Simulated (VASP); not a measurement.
Set up this calculation in VASP 6.6.1, as the native input.

```yaml
Task: single point
Functional: HSE06
Potentials_or_basis: VASP PAW PBE potentials, release 64 (Co, Ga_d, As)
Cutoff: 350 eV
k_mesh: 2 × 2 × 2
Occupations: gaussian, width 0.03 eV
Spin: collinear spin, ferromagnetic start
Starting_moments: "[1.0, 0.0, 0.0, 0.0, 0.0, 0.0, 0.0, 0.0, 0.0, 0.0, 0.0, 0.0, 0.0, 0.0, 0.0, 0.0, 0.0, 0.0, 0.0, 0.0, 0.0, 0.0, 0.0, 0.0] μB"
Fixed_moment: 1 μB
Dq: -1
Grid_for_exact_exchange_PRECFOCK: Fast
Further_INCAR_settings: LREAL = Auto; ALGO = Damped; EDIFF = 0.0001; NBANDS = 128; ISYM = -1; NELECT = 213.0
Share_of_exact_exchange: 0.25
Screening_parameter: 0.2 1/Å
```

The system is Ga11CoAs12 (a cell with a defect).

```
Co Ga As
1.0
     0.00000    8.48055    8.48055
     5.65370    0.00000    5.65370
     5.65370    5.65370    0.00000
Co Ga As
1 11 12
Direct
  0.00669 0.99371 0.98941
  0.00361 0.00679 0.49131
  0.00337 0.49605 0.00214
  0.00178 0.50101 0.49734
  0.32767 0.00586 0.00425
  0.33157 0.00299 0.49946
  0.33113 0.50067 0.00291
  0.33342 0.50041 0.49979
  0.67000 0.00578 0.00071
  0.66802 0.00451 0.49148
  0.66757 0.49458 0.00245
  0.66912 0.50099 0.49661
  0.07900 0.12113 0.11624
  0.08234 0.12551 0.63122
  0.08193 0.63509 0.12183
  0.08298 0.62881 0.62447
  0.41956 0.12470 0.12345
  0.41697 0.12466 0.62692
  0.41661 0.62839 0.12401
  0.41781 0.62538 0.62499
  0.76501 0.12073 0.11736
  0.75207 0.12501 0.62314
  0.75177 0.62799 0.12067
  0.75090 0.62678 0.62445
```

These files were run (other wordings do the same):

POSCAR

```
Ga11CoAs12                              
1.0
    0.0000000000      8.4805500000      8.4805500000
    5.6537000000      0.0000000000      5.6537000000
    5.6537000000      5.6537000000      0.0000000000
  Co              Ga              As            
     1    11    12
Direct
     0.0066925719835698    0.9937141185467731    0.9894075178121383
     0.0036149405823148    0.0067941455452569    0.4913116812925748
     0.0033673344709242    0.4960509051048852    0.0021427881071661
     0.0017799837581386    0.5010082665105793    0.4973441884264218
     0.3276748809062568    0.0058569081989590    0.0042469272995551
     0.3315651927990914    0.0029943060310894    0.4994590477142880
     0.3311341884067474    0.5006650630222826    0.0029131517956047
     0.3334153385035082    0.5004059489380128    0.4997878979066767
     0.6699969801383097    0.0057813565070796    0.0007096137014078
     0.6680206982003589    0.0045122537087470    0.4914820337227830
     0.6675722548175600    0.4945829207286274    0.0024512684305043
     0.6691179676252647    0.5009885932809828    0.4966091682727207
     0.0789957097931353    0.1211250389899975    0.1162352325616507
     0.0823352455479382    0.1255061397210186    0.6312194500384299
     0.0819289515241650    0.6350907659257327    0.1218327337501722
     0.0829839880786138    0.6288130416631634    0.6244662737167826
     0.4195627174620056    0.1246961481494373    0.1234522585659485
     0.4169722282742185    0.1246590307471648    0.6269219319906323
     0.4166092128854977    0.6283930309063548    0.1240086011379191
     0.4178141351967082    0.6253785724193148    0.6249934720285656
     0.7650135614896847    0.1207327416144646    0.1173605554850609
     0.7520679879726129    0.1250093059385999    0.6231419800877798
     0.7517734121089140    0.6279857925880502    0.1206706644783203
     0.7509015174744506    0.6267756052134359    0.6244545616769117
```

INCAR.step1

```
PREC = Accurate ; ENCUT = 350
EDIFF = 1E-5 ; ISMEAR = 0
SIGMA = 0.03 ; LREAL = Auto
LASPH = T ; NELM = 70
ALGO = Normal ; ISIF = 2
LWAVE = T ; ISPIN = 2
MAGMOM = 1 0 0 0 0 0 0 0 0 0 0 0 0 0 0 0 0 0 0 0 0 0 0 0 ; LORBIT = 11
NUPDOWN = 1 ; LMAXMIX = 4
NBANDS = 128 ; NELECT = 213.0
ISYM = -1 ; TIME = 0.4
NKRED = 2 ; GGA = PE
KPAR = 2
```

INCAR.step2

```
PREC = Accurate ; ENCUT = 350
EDIFF = 1E-4 ; ISMEAR = 0
SIGMA = 0.03 ; LREAL = Auto
LASPH = T ; NELM = 70
ALGO = Damped ; ISIF = 2
LWAVE = F ; LCHARG = F
ISPIN = 2 ; MAGMOM = 1 0 0 0 0 0 0 0 0 0 0 0 0 0 0 0 0 0 0 0 0 0 0 0
LORBIT = 11 ; NUPDOWN = 1
LMAXMIX = 4 ; GGA = PE
LHFCALC = T ; HFSCREEN = 0.2
PRECFOCK = Fast ; NBANDS = 128
NELECT = 213.0 ; ISYM = -1
TIME = 0.4 ; NKRED = 2
ISTART = 1 ; KPAR = 2
```

KPOINTS

```
regular mesh
0
Gamma
  2 2 2
```

Potentials or basis: VASP PAW PBE potentials, release 64 (Co, Ga_d, As).

Launch:

```console
$ cat potpaw_PBE.64/Co/POTCAR potpaw_PBE.64/Ga_d/POTCAR potpaw_PBE.64/As/POTCAR > POTCAR
$ cp INCAR.step1 INCAR
$ mpirun -np 4 vasp_std > vasp.out
$ cp INCAR.step2 INCAR
$ mpirun -np 4 vasp_std > vasp.out
```

Results of the run:

| Property | Result |
| --- | --- |
| Largest force | 0.264 eV/Å |
| Net moment | 1.00 μB per cell |
| Site moments | Co +1.52; Ga -0.01, -0.02, +0.00 (each value once); As -0.08, -0.01, -0.02 (each value once) μB |
| Valence electrons inside the program's atomic spheres | Co 8.18; Ga 11.65, 11.66 (each value once); As 2.88, 2.89, 2.90 (each value once) |

Caveat: the k points lie up to 0.48 Å⁻¹ apart; the PAW data sets were made with another functional, which shifts forces and pressure a little; the total moment is fixed, so each spin has its own Fermi level.

Run time: 83 min on 4 MPI ranks on Intel(R) Xeon(R) Platinum 8488C (Sapphire Rapids), with other jobs on the host, peak memory 1.1 GiB a rank.
